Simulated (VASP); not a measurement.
# Be24F in VASP: relaxation of the atoms with PBE

Aim: the relaxation of the atoms of Be24F with PBE.

Everything below comes from runs of VASP 6.6.1. Logs are shortened: lines on timing, memory, paths and dates and some standing lists are left out, and cuts for length are marked.

**1. The cell of the first run**

The cell holds a slab with vacuum, 25 atoms: a = 4.525 Å, b = 7.134 Å, c = 19.869 Å, α = 90.00°, β = 90.00°, γ = 90.00°.

**2. Relaxation of the atoms, PBE**

File INCAR:

```
SYSTEM = Be24F
PREC = Accurate ; ENCUT = 520
EDIFF = 1E-6 ; ISMEAR = 0
SIGMA = 0.1 ; LREAL = Auto
LASPH = .TRUE. ; NELM = 80
ALGO = Normal ; ISIF = 2
LWAVE = .FALSE. ; LCHARG = .FALSE.
LDIPOL = .TRUE. ; IDIPOL = 3
DIPOL = 0.5 0.5 0.321 ; GGA = PE
IBRION = 2 ; NSW = 36
EDIFFG = -0.025 ; KPAR = 4
```

File KPOINTS:

```
Automatic mesh
0
G
  6 4 1
  0 0 0
```

File POSCAR:

```
Be24F
1.0
    4.5254381414      0.0000000000      0.0000000000
    0.0000000000      7.1336190818      0.0000000000
    0.0000000000      0.0000000000     19.8685529777
Be F
24 1
Selective dynamics
Direct
    0.0000000000      0.3750000000      0.2013231665  F F F
    0.0000000000      0.8750000000      0.2013231665  F F F
    0.5000000000      0.3750000000      0.2013231665  F F F
    0.5000000000      0.8750000000      0.2013231665  F F F
    0.2500000000      0.1250000000      0.2341987732  F F F
    0.2500000000      0.6250000000      0.2341987732  F F F
    0.7500000000      0.1250000000      0.2341987732  F F F
    0.7500000000      0.6250000000      0.2341987732  F F F
    0.2500000000      0.3750000000      0.2999499865  F F F
    0.2500000000      0.8750000000      0.2999499865  F F F
    0.7500000000      0.3750000000      0.2999499865  F F F
    0.7500000000      0.8750000000      0.2999499865  F F F
    0.0000000000      0.1250000000      0.3268353583  F F F
    0.0000000000      0.6250000000      0.3268353583  F F F
    0.5000000000      0.1250000000      0.3268353583  F F F
    0.5000000000      0.6250000000      0.3268353583  F F F
    0.0000000000      0.3750000000      0.3993099146  F F F
    0.0000000000      0.8750000000      0.3993099146  F F F
    0.5000000000      0.3750000000      0.3993099146  F F F
    0.5000000000      0.8750000000      0.3993099146  F F F
    0.2500000000      0.1250000000      0.4211958962  F F F
    0.2500000000      0.6250000000      0.4211958962  F F F
    0.7500000000      0.1250000000      0.4211958962  F F F
    0.7500000000      0.6250000000      0.4211958962  F F F
    0.4166666667      0.1250000000      0.4863546374  F F T
```

Potentials or basis: VASP PAW PBE potentials, release 64 (Be, F).

Run with:

```
cat potpaw_PBE.64/Be/POTCAR potpaw_PBE.64/F/POTCAR > POTCAR
mpirun -np 4 vasp_std > vasp.out
```

OUTCAR:

```text
SYSTEM = Be24F
   PREC = Accurate
   ENCUT = 520
   EDIFF = 1E-6
   ISMEAR = 0
   LREAL = Auto
   LASPH = .TRUE.
   NELM = 80
   ISIF = 2
   GGA = PE
   IBRION = 2
   NSW = 36
   EDIFFG = -0.025

 ion  position               nearest neighbor table
   1  0.000  0.375  0.201-   5 2.21   6 2.21   7 2.21   8 2.21   3 2.26   3 2.26  11 2.26   9 2.26

   2  0.000  0.875  0.201-   5 2.21   6 2.21   7 2.21   8 2.21   4 2.26   4 2.26  12 2.26  10 2.26

   3  0.500  0.375  0.201-   5 2.21   6 2.21   7 2.21   8 2.21   1 2.26   1 2.26  11 2.26   9 2.26
[... 39 lines left out ...]
  23  0.750  0.125  0.421-  25 1.99  18 2.16  19 2.16  20 2.16  17 2.16  15 2.19  13 2.19  21 2.26
                            21 2.26
  24  0.750  0.625  0.421-  17 2.16  18 2.16  19 2.16  20 2.16  14 2.19  16 2.19  22 2.26  22 2.26

  25  0.417  0.125  0.486-  21 1.50  23 1.99

  LATTYP: Found a simple orthorhombic cell.
 ALAT       =     4.5254381414
 B/A-ratio  =     1.5763377730
 C/A-ratio  =     4.3904153271

  Lattice vectors:

 A1 = (   4.5254381414,   0.0000000000,   0.0000000000)
 A2 = (   0.0000000000,   7.1336190818,   0.0000000000)
 A3 = (   0.0000000000,   0.0000000000,  19.8685529777)

Analysis of symmetry for initial positions (statically):
=====================================================================
 Subroutine PRICEL returns:
 Original cell was already a primitive cell.

 Routine SETGRP: Setting up the symmetry group for a
 simple orthorhombic supercell.

 Subroutine GETGRP returns: Found  2 space group operations
 (whereof  1 operations were pure point group operations)
 out of a pool of  8 trial point group operations.

The static configuration has the point symmetry C_1 .
 The point group associated with its full space group is C_1h.

Analysis of symmetry for dynamics (positions and initial velocities):
=====================================================================
 Subroutine PRICEL returns:
 Original cell was already a primitive cell.

 Routine SETGRP: Setting up the symmetry group for a
 simple orthorhombic supercell.

 Subroutine GETGRP returns: Found  2 space group operations
 (whereof  1 operations were pure point group operations)
 out of a pool of  8 trial point group operations.

The dynamic configuration has the point symmetry C_1 .
 The point group associated with its full space group is C_1h.

Analysis of constrained symmetry for selective dynamics:
=====================================================================
 Subroutine PRICEL returns:
 Original cell was already a primitive cell.

 Routine SETGRP: Setting up the symmetry group for a
 simple orthorhombic supercell.

 Subroutine GETGRP returns: Found  2 space group operations
 (whereof  1 operations were pure point group operations)
 out of a pool of  8 trial point group operations.

The constrained configuration has the point symmetry C_1 .
 The point group associated with its full space group is C_1h.

 Subroutine INISYM returns: Found  2 space group operations
 (whereof  1 operations are pure point group operations),
 and found     1 'primitive' translations

----------------------------------------------------------------------------------------

                                     Primitive cell

  volume of cell :     641.4116

  direct lattice vectors                    reciprocal lattice vectors
     4.525438141  0.000000000  0.000000000     0.220973079  0.000000000  0.000000000
     0.000000000  7.133619082  0.000000000     0.000000000  0.140181300  0.000000000
     0.000000000  0.000000000 19.868552978     0.000000000  0.000000000  0.050330792

  length of vectors
     4.525438141  7.133619082 19.868552978     0.220973079  0.140181300  0.050330792

  position of ions in fractional coordinates (direct lattice)
     0.000000000  0.375000000  0.201323167
     0.000000000  0.875000000  0.201323167
     0.500000000  0.375000000  0.201323167
     0.500000000  0.875000000  0.201323167
[... 60 lines left out ...]
  Cartesian coordinates                     Fractional coordinates (reciprocal lattice)
     0.036828847  0.000000000  0.000000000     0.166666667  0.000000000  0.000000000
     0.000000000  0.035045325  0.000000000     0.000000000  0.250000000  0.000000000
     0.000000000  0.000000000  0.050330792     0.000000000  0.000000000  1.000000000

  Length of vectors
     0.036828847  0.035045325  0.050330792

  Shift w.r.t. Gamma in fractional coordinates (k-lattice)
     0.000000000  0.000000000  0.000000000

 Subroutine IBZKPT returns following result:
 ===========================================

 Found     12 irreducible k-points:

 Following reciprocal coordinates:
            Coordinates               Weight
  0.000000  0.000000  0.000000      1.000000
  0.166667  0.000000  0.000000      2.000000
  0.333333  0.000000  0.000000      2.000000
  0.500000  0.000000  0.000000      1.000000
  0.000000  0.250000  0.000000      2.000000
  0.166667  0.250000  0.000000      4.000000
  0.333333  0.250000  0.000000      4.000000
  0.500000  0.250000  0.000000      2.000000
  0.000000  0.500000  0.000000      1.000000
  0.166667  0.500000  0.000000      2.000000
  0.333333  0.500000  0.000000      2.000000
  0.500000  0.500000  0.000000      1.000000
   k-points           NKPTS =     12   k-points in BZ     NKDIM =     12   number of bands    NBANDS=     40
   number of dos      NEDOS =    301   number of ions     NIONS =     25
   total plane-waves  NPLWV = 291600
   dimension x,y,z NGX =    36 NGY =   54 NGZ =  150
   dimension x,y,z NGXF=    72 NGYF=  108 NGZF=  300
   ions per type =              24   1
   NGX,Y,Z   is equivalent  to a cutoff of  13.22, 12.58, 12.55 a.u.
   NGXF,Y,Z  is equivalent  to a cutoff of  26.45, 25.17, 25.10 a.u.
 SYSTEM =  Be24F
   PREC   = accura    normal or accurate (medium, high low for compatibility)
   ISTART =      0    job   : 0-new  1-cont  2-samecut
   ICHARG =      2    charge: 1-file 2-atom 10-const
   ISPIN  =      1    spin polarized calculation?
   LNONCOLLINEAR =      F non collinear calculations
   LSORBIT =      F    spin-orbit coupling
   LASPH  =      T    aspherical Exc in radial PAW
   ENCUT  =  520.0 eV  38.22 Ry    6.18 a.u.   8.41 13.26 36.94*2*pi/ulx,y,z
   NELM   =     80;   NELMIN=  2; NELMDL= -5     # of ELM steps
   EDIFF  = 0.1E-05   stopping-criterion for ELM
   LREAL  =      T    real-space projection
   EDIFFG = -.3E-01   stopping-criterion for IOM
   NSW    =     36    number of steps for IOM
   IBRION =      2    ionic relax: 0-MD 1-quasi-New 2-CG
   NFREE  =      1    steps in history (QN), initial steepest desc. (CG)
   ISIF   =      2    stress and relaxation
   ISYM   =      2    0-nonsym 1-usesym 2-fastsym
   POTIM  = 0.5000    time-step for ionic-motion
   TEBEG  =    0.0;   TEEND  =   0.0 temperature during run
   PSTRESS=    0.0 pullay stress
   NELECT =      55.0000    total number of electrons
   NUPDOWN=      -1.0000    fix difference up-down
   EMIN   =  10.00;   EMAX   =-10.00  energy-range for DOS
   EFERMI =   0.00;   METHOD = LEGACY
   ISMEAR =     0;   SIGMA  =   0.10  broadening in eV -4-tet -1-fermi 0-gaus
   EFERMI_NEDOS =   21; number of points for ismear=-14 and -15
   IALGO  =     38    algorithm
   IMIX   =      4    mixing-type and parameters
     AMIX     =   0.40;   BMIX     =  1.00
     AMIX_MAG =   1.60;   BMIX_MAG =  1.00
  volume/ion in A,a.u.               =      25.66       173.14
  Fermi-wavevector in a.u.,A,eV,Ry     =   0.721911  1.364213  7.090745  0.521155
  Thomas-Fermi vector in A             =   1.811739
   LORBIT       =      0    0 simple, 1 ext, 2 COOP (PROOUT), +10 PAW based schemes
   GGA     = PE    functional components
   LHFCALC =     F    Hartree Fock is set to
   AEXX    =    0.0000 exact exchange contribution
   IVDW    =     0    specifies the selected vdW correction
   LEPSILON=     F    determine dielectric tensor
   LRPA    =     F    only Hartree local field effects (RPA)
 conjugate gradient relaxation of ions
 non-spin polarized calculation
 Gauss-broadening in eV      SIGMA  =   0.10
  energy-cutoff  :      520.00
  volume of cell :      641.41
 maximum number of plane-waves:     17327
 NGX is ok and might be reduce to    36
   NGX = 17   NGY = 27   NGZ = 73

 dipolmoment           0.000000      0.000000     -0.034987 electrons x Angstroem

--------------------------------------- Ionic step        1  -------------------------------------------

 number of electron      55.0000001 magnetization

 Free energy of the ion-electron system (eV)
  ---------------------------------------------------
  ext. energy  EPLUGINS =         0.00000000
  ---------------------------------------------------
  free energy    TOTEN  =       -88.35099360 eV

  energy without entropy =      -88.33043579  energy(sigma->0) =      -88.34071470

------------------------ aborting loop because EDIFF is reached ----------------------------------------

  FORCE on cell =-STRESS in cart. coord.  units (eV):
  Direction    XX          YY          ZZ          XY          YZ          ZX
  --------------------------------------------------------------------------------------
  -------------------------------------------------------------------------------------
  Total        1.1065071     -4.0561718      0.9875916      0.0000000      0.0000000      1.2767163
  in kB        2.7639360    -10.1318824      2.4668980      0.0000000      0.0000000      3.1891004
  external PRESSURE =      -1.6336828 kB  Pullay stress =       0.0000000 kB
[... 105 lines left out ...]
--------------------------------------- Ionic step        3  -------------------------------------------

 number of electron      55.0000018 magnetization

 dipolmoment           0.000000      0.000000      0.203775 electrons x Angstroem

 Free energy of the ion-electron system (eV)
  ---------------------------------------------------
  ext. energy  EPLUGINS =         0.00000000
  ---------------------------------------------------
  free energy    TOTEN  =       -88.36873826 eV

  energy without entropy =      -88.34803818  energy(sigma->0) =      -88.35838822

 E-fermi :  -1.4155     XC(G=0):  -4.1932

 val. band max:       -1.4420571146   @ k =   0.3333   0.0000   0.0000
 cond. band min:      -1.3795815182   @ k =   0.0000   0.0000   0.0000
 fundamental gap:      0.0624755964
 Fermi energy:        -1.4154660833

 k-point     1 :       0.0000    0.0000    0.0000
  band No.  band energies     occupation
      1     -25.2424      2.00000
      2     -11.6252      2.00000
      3      -9.5906      2.00000
      4      -9.4971      2.00000
      5      -9.4721      2.00000
      6      -7.8183      2.00000
[... 493 lines left out ...]
     38       3.2014      0.00000
     39       3.3283      0.00000
 [bands above 39 left out]

------------------------ aborting loop because EDIFF is reached ----------------------------------------

 vacuum level on the upper side and lower side of the slab       (xc-potential included)         0.551        -0.561

  FORCE on cell =-STRESS in cart. coord.  units (eV):
  Direction    XX          YY          ZZ          XY          YZ          ZX
  --------------------------------------------------------------------------------------
  -------------------------------------------------------------------------------------
  Total        0.8362911     -4.1809300     -0.0834646      0.0000000      0.0000000      0.9181219
  in kB        2.0889656    -10.4435150     -0.2084856      0.0000000      0.0000000      2.2933700
  external PRESSURE =      -2.8543450 kB  Pullay stress =       0.0000000 kB
[... 40 lines left out ...]
  FREE ENERGIE OF THE ION-ELECTRON SYSTEM (eV)
  ---------------------------------------------------
  free  energy   TOTEN  =       -88.3687382554 eV

  energy  without entropy=      -88.3480381825  energy(sigma->0) =      -88.35838822

 reached required accuracy - stopping structural energy minimisation

 vacuum level on the upper side and lower side of the slab         4.086         2.943
```

Run time: 11 min. Hardware: 4 MPI ranks of Intel Xeon Platinum 8259CL at 2.50GHz (Skylake/Cascade Lake), shared host; peak memory 0.81 GiB.

Results:

| Property | Result |
| --- | --- |
| Free energy | -88.3687 eV |
| Energy gained by relaxing | 0.7 meV/atom |
| Ionic steps | 3 |
| Band gap on the k mesh | zero (an odd number of electrons rules out a gap without spin polarisation) |

The path:
```csv
step,energy change (eV),largest force on free atoms (eV/Å),pressure (GPa)
1,0.0000,0.7426,-0.16
2,-0.0166,0.1899,-0.25
3,-0.0177,0.0046,-0.29
```

Final structure:
```yaml
crystal:
  lattice:
    - [4.52544, 0.00000, 0.00000]
    - [0.00000, 7.13362, 0.00000]
    - [0.00000, 0.00000, 19.86855]
  atoms:
    - { symbol: Be, position: [0.00000, 0.37500, 0.20132] }
    - { symbol: Be, position: [0.00000, 0.87500, 0.20132] }
    - { symbol: Be, position: [0.50000, 0.37500, 0.20132] }
    - { symbol: Be, position: [0.50000, 0.87500, 0.20132] }
    - { symbol: Be, position: [0.25000, 0.12500, 0.23420] }
    - { symbol: Be, position: [0.25000, 0.62500, 0.23420] }
    - { symbol: Be, position: [0.75000, 0.12500, 0.23420] }
    - { symbol: Be, position: [0.75000, 0.62500, 0.23420] }
    - { symbol: Be, position: [0.25000, 0.37500, 0.29995] }
    - { symbol: Be, position: [0.25000, 0.87500, 0.29995] }
    - { symbol: Be, position: [0.75000, 0.37500, 0.29995] }
    - { symbol: Be, position: [0.75000, 0.87500, 0.29995] }
    - { symbol: Be, position: [0.00000, 0.12500, 0.32684] }
    - { symbol: Be, position: [0.00000, 0.62500, 0.32684] }
    - { symbol: Be, position: [0.50000, 0.12500, 0.32684] }
    - { symbol: Be, position: [0.50000, 0.62500, 0.32684] }
    - { symbol: Be, position: [0.00000, 0.37500, 0.39931] }
    - { symbol: Be, position: [0.00000, 0.87500, 0.39931] }
    - { symbol: Be, position: [0.50000, 0.37500, 0.39931] }
    - { symbol: Be, position: [0.50000, 0.87500, 0.39931] }
    - { symbol: Be, position: [0.25000, 0.12500, 0.42120] }
    - { symbol: Be, position: [0.25000, 0.62500, 0.42120] }
    - { symbol: Be, position: [0.75000, 0.12500, 0.42120] }
    - { symbol: Be, position: [0.75000, 0.62500, 0.42120] }
    - { symbol: F, position: [0.41667, 0.12500, 0.48881] }
```

The gap in the log of VASP goes by the Fermi energy; the results here count the filled bands.